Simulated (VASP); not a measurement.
# ScZn15S16 in VASP: single point with PBEsol

Aim: the single point of ScZn15S16 with PBEsol.

Program: VASP 6.6.1. These are calculated values, not measurements. Logs are shortened: lines on timing, memory, paths and dates and some standing lists are left out, and cuts for length are marked.

## 1. The cell of the first run

The cell holds a repeated cell, 64 atoms: a = 10.713 Å, b = 10.713 Å, c = 10.713 Å, α = 90.00°, β = 90.00°, γ = 90.00°.

## 2. Single point, PBEsol

Input file INCAR:

```
SYSTEM = ScZn15S16
PREC     = Accurate       ! precision mode
ENCUT    = 400            ! plane-wave cutoff, eV
EDIFF    = 1E-6           ! SCF threshold, eV
ISMEAR   = -1             ! smearing method
SIGMA    = 0.05           ! smearing width, eV
LREAL    = Auto         
LASPH    = .True.         ! aspherical terms in the spheres
NELM     = 120            ! most SCF steps
ALGO     = Normal         ! electronic algorithm
ISIF     = 2              ! what is computed and relaxed
LWAVE    = .False.        ! write WAVECAR
LCHARG   = .False.        ! write CHGCAR
GGA      = PS             ! functional
NBANDS   = 325            ! bands
ISYM     = 0            
GGA_COMPAT= .False.
```

Input file KPOINTS:

```
Automatic mesh
0
Gamma
  1 1 1
  0.25 0.25 0.25
```

Input file POSCAR:

```
ScZn15S16
1.0
   10.7125360000      0.0000000000      0.0000000000
    0.0000000000     10.7125360000      0.0000000000
    0.0000000000      0.0000000000     10.7125360000
Sc Zn S
2 30 32
Direct
    0.0019330000      0.0042280000      0.0030210000
    0.5020660000      0.5042710000      0.5031400000
    0.0001430000      0.0005770000      0.4994710000
    0.0001550000      0.4999270000      0.0000400000
    0.9996850000      0.5005960000      0.4999650000
    0.4996910000      0.0005780000      0.0000270000
    0.5001320000      0.9999460000      0.4999540000
    0.5001150000      0.5005350000      0.9994310000
    0.2535680000      0.2538350000      0.9979110000
    0.2469190000      0.2467870000      0.4992020000
    0.2514880000      0.7470550000      0.9992620000
    0.2467250000      0.7521650000      0.4994660000
    0.7467610000      0.2521670000      0.9995240000
    0.7514440000      0.2470830000      0.4992430000
    0.7468630000      0.7467510000      0.9991350000
    0.7535710000      0.7538660000      0.4979150000
    0.2535120000      0.9984940000      0.2532890000
    0.2514740000      0.9997290000      0.7467270000
    0.2468540000      0.4995980000      0.2462950000
    0.2469890000      0.4998870000      0.7514610000
    0.7469920000      0.9998660000      0.2515000000
    0.7468130000      0.9995610000      0.7462720000
    0.7514600000      0.4997650000      0.2467320000
    0.7535830000      0.4983990000      0.7533080000
    0.9980360000      0.2538700000      0.2534540000
    0.9997460000      0.2521610000      0.7460040000
    0.9996280000      0.7465120000      0.2515240000
    0.9996680000      0.7467570000      0.7464820000
    0.4996720000      0.2467980000      0.2464060000
    0.4996310000      0.2464840000      0.7515620000
    0.4996960000      0.7521290000      0.2459980000
    0.4979940000      0.7538780000      0.7534290000
    0.1344900000      0.1350960000      0.1345000000
    0.1235530000      0.1236970000      0.6252020000
    0.1235510000      0.6255720000      0.1232450000
    0.1257740000      0.6236140000      0.6231180000
    0.6257980000      0.1236140000      0.1231560000
    0.6235250000      0.1255670000      0.6231870000
    0.6235050000      0.6236680000      0.1251670000
    0.6346020000      0.6351520000      0.6346010000
    0.3762420000      0.3762910000      0.1248750000
    0.3686230000      0.3684870000      0.6303540000
    0.3738490000      0.8757500000      0.1226750000
    0.3752810000      0.8744440000      0.6229530000
    0.8752990000      0.3744520000      0.1230110000
    0.8738710000      0.3757300000      0.6226320000
    0.8685750000      0.8684730000      0.1303020000
    0.8762660000      0.8763070000      0.6249180000
    0.3761780000      0.1253370000      0.3758070000
    0.3738730000      0.1232280000      0.8752440000
    0.3682580000      0.6312040000      0.3677590000
    0.3752900000      0.6234610000      0.8738780000
    0.8753070000      0.1234560000      0.3739140000
    0.8682080000      0.1312690000      0.8676770000
    0.8738780000      0.6232740000      0.3752150000
    0.8762120000      0.6252810000      0.8758580000
    0.1252400000      0.3764100000      0.3759760000
    0.1230480000      0.3743970000      0.8750760000
    0.1229380000      0.8756510000      0.3737730000
    0.1296420000      0.8691890000      0.8687680000
    0.6296500000      0.3691920000      0.3687540000
    0.6229340000      0.3755960000      0.8737830000
    0.6230420000      0.8743620000      0.3750660000
    0.6252030000      0.8764240000      0.8759670000
```

Potentials or basis: VASP PAW PBE potentials, release 64 (Sc_sv, Zn, S).

Run with:

```sh
$ cat potpaw_PBE.64/Sc_sv/POTCAR potpaw_PBE.64/Zn/POTCAR potpaw_PBE.64/S/POTCAR > POTCAR
$ mpirun -np 1 vasp_std > vasp.out
```

OUTCAR:

```text
SYSTEM = ScZn15S16
   PREC = Accurate
   ENCUT = 400
   EDIFF = 1E-6
   ISMEAR = -1
   LREAL = Auto
   LASPH = .True.
   NELM = 120
   ISIF = 2
   GGA = PS
   ISYM = 0

 ion  position               nearest neighbor table
   1  0.002  0.004  0.003-  33 2.44  54 2.45  47 2.45  60 2.46
   2  0.502  0.504  0.503-  40 2.44  51 2.45  42 2.45  61 2.46
   3  0.000  0.001  0.499-  34 2.30  53 2.31  59 2.31  48 2.31
   4  0.000  0.500  0.000-  35 2.30  45 2.31  58 2.31  56 2.31
   5  1.000  0.501  0.500-  36 2.30  55 2.31  46 2.31  57 2.31
   6  0.500  0.001  0.000-  37 2.30  50 2.31  43 2.31  64 2.31
[... 56 lines left out ...]
  63  0.623  0.874  0.375-  21 2.31   7 2.31  16 2.31  31 2.32
  64  0.625  0.876  0.876-  32 2.30   6 2.31  22 2.32  15 2.32

IMPORTANT INFORMATION: All symmetrisations will be switched off!
NOSYMM: (Re-)initialisation of all symmetry stuff for point group C_1.

----------------------------------------------------------------------------------------

                                     Primitive cell

  volume of cell :    1229.3538

  direct lattice vectors                    reciprocal lattice vectors
    10.712536000  0.000000000  0.000000000     0.093348578  0.000000000  0.000000000
     0.000000000 10.712536000  0.000000000     0.000000000  0.093348578  0.000000000
     0.000000000  0.000000000 10.712536000     0.000000000  0.000000000  0.093348578

  length of vectors
    10.712536000 10.712536000 10.712536000     0.093348578  0.093348578  0.093348578

  position of ions in fractional coordinates (direct lattice)
     0.001933000  0.004228000  0.003021000
     0.502066000  0.504271000  0.503140000
     0.000143000  0.000577000  0.499471000
     0.000155000  0.499927000  0.000040000
     0.999685000  0.500596000  0.499965000
     0.499691000  0.000578000  0.000027000
[... 56 lines left out ...]
     0.623042000  0.874362000  0.375066000
     0.625203000  0.876424000  0.875967000

  ion indices of the primitive-cell ions
   primitive index   ion index
                 1           1
                 2           2
                 3           3
                 4           4
                 5           5
                 6           6
[... 56 lines left out ...]
                63          63
                64          64

----------------------------------------------------------------------------------------

 KPOINTS: Automatic mesh

Automatic generation of k-mesh.
 Grid dimensions read from file:
 generate k-points for:    1    1    1

 Generating k-lattice:
[... 45 lines left out ...]
   IBRION =     -1    ionic relax: 0-MD 1-quasi-New 2-CG
   NFREE  =      0    steps in history (QN), initial steepest desc. (CG)
   ISIF   =      2    stress and relaxation
   ISYM   =      0    0-nonsym 1-usesym 2-fastsym
   POTIM  = 0.5000    time-step for ionic-motion
   TEBEG  =    0.0;   TEEND  =   0.0 temperature during run
   PSTRESS=    0.0 pullay stress
   NELECT =     574.0000    total number of electrons
   NUPDOWN=      -1.0000    fix difference up-down
   EMIN   =  10.00;   EMAX   =-10.00  energy-range for DOS
   EFERMI =   0.00;   METHOD = LEGACY
   ISMEAR =    -1;   SIGMA  =   0.05  broadening in eV -4-tet -1-fermi 0-gaus
   EFERMI_NEDOS =   21; number of points for ismear=-14 and -15
   IALGO  =     38    algorithm
   IMIX   =      4    mixing-type and parameters
     AMIX     =   0.40;   BMIX     =  1.00
     AMIX_MAG =   1.60;   BMIX_MAG =  1.00
  volume/ion in A,a.u.               =      19.21       129.63
  Fermi-wavevector in a.u.,A,eV,Ry     =   1.270047  2.400041 21.946465  1.613020
  Thomas-Fermi vector in A             =   2.403056
   LORBIT       =      0    0 simple, 1 ext, 2 COOP (PROOUT), +10 PAW based schemes
   GGA     = PS    functional components
   LHFCALC =     F    Hartree Fock is set to
   AEXX    =    0.0000 exact exchange contribution
   IVDW    =     0    specifies the selected vdW correction
   LEPSILON=     F    determine dielectric tensor
   LRPA    =     F    only Hartree local field effects (RPA)
 non-spin polarized calculation
  energy-cutoff  :      400.00
  volume of cell :     1229.35
 maximum number of plane-waves:     22331
 NGX is ok and might be reduce to    70
   NGX = 35   NGY = 35   NGZ = 35

 number of electron     573.9999854 magnetization

 Free energy of the ion-electron system (eV)
  ---------------------------------------------------
  ext. energy  EPLUGINS =         0.00000000
  ---------------------------------------------------
  free energy    TOTEN  =      -253.35176799 eV

  energy without entropy =     -253.12952084  energy(sigma->0) =     -253.24064442

 E-fermi :   5.2586     XC(G=0):  -9.9992

 val. band max:        2.1529344392   @ k =   0.2500   0.2500   0.2500
 cond. band min:       5.2759856646   @ k =   0.2500   0.2500   0.2500
 fundamental gap:      3.1230512254
 Fermi energy:         5.2585899952

 k-point     1 :       0.2500    0.2500    0.2500
  band No.  band energies     occupation
      1     -45.4137      2.00000
      2     -45.4135      2.00000
      3     -24.2385      2.00000
      4     -24.2382      2.00000
      5     -24.2207      2.00000
      6     -24.2207      2.00000
[... 1197 lines left out ...]
    298       5.9108      0.00000
    299       6.3316      0.00000
 [bands above 299 left out]

------------------------ aborting loop because EDIFF is reached ----------------------------------------

  FORCE on cell =-STRESS in cart. coord.  units (eV):
  Direction    XX          YY          ZZ          XY          YZ          ZX
  --------------------------------------------------------------------------------------
  -------------------------------------------------------------------------------------
  Total       11.5732509     11.5889053     11.5902859      0.0991654      0.1149892      0.1093931
  in kB       15.0830464     15.1034483     15.1052475      0.1292390      0.1498618      0.1425686
  external PRESSURE =      15.0972474 kB  Pullay stress =       0.0000000 kB

 VOLUME and BASIS-vectors are now :
 -----------------------------------------------------------------------------
  energy-cutoff  :      400.00
  volume of cell :     1229.35
      direct lattice vectors                 reciprocal lattice vectors
    10.712536000  0.000000000  0.000000000     0.093348578  0.000000000  0.000000000
     0.000000000 10.712536000  0.000000000     0.000000000  0.093348578  0.000000000
     0.000000000  0.000000000 10.712536000     0.000000000  0.000000000  0.093348578

 POSITION                                       TOTAL-FORCE (eV/Angst)
 -----------------------------------------------------------------------------------
      0.02071      0.04529      0.03236        -0.004580     -0.040693     -0.029515
      5.37840      5.40202      5.38991        -0.005221     -0.043165     -0.030400
      0.00153      0.00618      5.35060        -0.026001     -0.035833     -0.003847
      0.00166      5.35549      0.00043        -0.024893     -0.007067     -0.029924
     10.70916      5.36265      5.35589        -0.001953     -0.037758     -0.029957
      5.35296      0.00619      0.00029        -0.001834     -0.036514     -0.030966
[... 56 lines left out ...]
      6.67436      9.36663      4.01791         0.015759     -0.009539      0.003796
      6.69751      9.38872      9.38383         0.002732      0.025437      0.024792
 -----------------------------------------------------------------------------------
    total drift:                                0.007596     -0.001686      0.004706

  FREE ENERGIE OF THE ION-ELECTRON SYSTEM (eV)
  ---------------------------------------------------
  free  energy   TOTEN  =      -253.3517679949 eV

  energy  without entropy=     -253.1295208424  energy(sigma->0) =     -253.24064442
```

Wall time 1.8 h (1 thread of Intel Xeon 8259CL, shared host); peak memory 1.1 GiB.

Results:

```
Free energy            : -253.3518 eV
Pressure               : 1.5 GPa
Largest force          : 0.053 eV/Å
Band gap on the k mesh : zero (bands 287 and 288 overlap by 0.01 eV)
```

Forces in eV/Å, atoms in the order of the input:
```
Sc  -0.005 -0.041 -0.030
Sc  -0.005 -0.043 -0.030
Zn  -0.026 -0.036 -0.004
Zn  -0.025 -0.007 -0.030
Zn  -0.002 -0.038 -0.030
Zn  -0.002 -0.037 -0.031
Zn  -0.026 -0.007 -0.029
Zn  -0.026 -0.034 -0.005
Zn  -0.014 -0.004  0.004
Zn  -0.004  0.009 -0.030
Zn   0.018  0.007 -0.006
Zn  -0.003  0.029 -0.015
Zn  -0.003  0.029 -0.016
Zn   0.020  0.005 -0.006
Zn  -0.003  0.009 -0.027
Zn  -0.011 -0.004  0.005
Zn  -0.013 -0.001 -0.008
Zn   0.020 -0.010  0.003
Zn  -0.003 -0.033  0.008
Zn  -0.007 -0.015  0.029
Zn  -0.005 -0.015  0.029
Zn  -0.003 -0.030  0.008
Zn   0.019 -0.010  0.002
Zn  -0.014  0.000 -0.007
Zn   0.010  0.000 -0.005
Zn  -0.006  0.032  0.003
Zn  -0.001  0.010  0.028
Zn  -0.025  0.006 -0.001
Zn  -0.026  0.006  0.003
Zn  -0.001  0.008  0.027
Zn  -0.004  0.032  0.004
Zn   0.011  0.001 -0.005
S   -0.006 -0.017 -0.016
S    0.016  0.016 -0.012
S    0.012 -0.007  0.010
S   -0.021  0.024  0.025
S   -0.020  0.022  0.023
S    0.012 -0.007  0.014
S    0.017  0.017 -0.011
S   -0.007 -0.018 -0.016
S    0.026  0.023  0.003
S   -0.012 -0.007  0.009
S   -0.002  0.008  0.016
S    0.006 -0.010  0.017
S    0.005 -0.011  0.017
S   -0.001  0.009  0.016
S   -0.013 -0.008  0.011
S    0.027  0.021  0.001
S    0.027  0.004  0.022
S   -0.004  0.015  0.005
S   -0.014  0.012 -0.008
S    0.005  0.015 -0.008
S    0.003  0.016 -0.009
S   -0.015  0.011 -0.007
S   -0.006  0.015  0.007
S    0.025  0.004  0.021
S    0.003  0.026  0.025
S    0.017 -0.010  0.004
S    0.015  0.006 -0.008
S    0.018 -0.008 -0.007
S    0.015 -0.005 -0.007
S    0.018  0.008 -0.007
S    0.016 -0.010  0.004
S    0.003  0.025  0.025
```

Levels at points of the mesh, in eV from the Fermi level:
```tsv
k point	band 282	band 283	band 284	band 285	band 286	band 287	band 288	band 289	band 290	band 291
(0.25, 0.25, 0.25)	-3.57	-3.57	-3.43	-3.11	-3.11	0.02	0.02	0.05	0.15	0.15
```

Caveat: the PAW data sets were made with another functional, which shifts forces and pressure a little.

The gap in the log of VASP goes by the Fermi energy; the results here count the filled bands.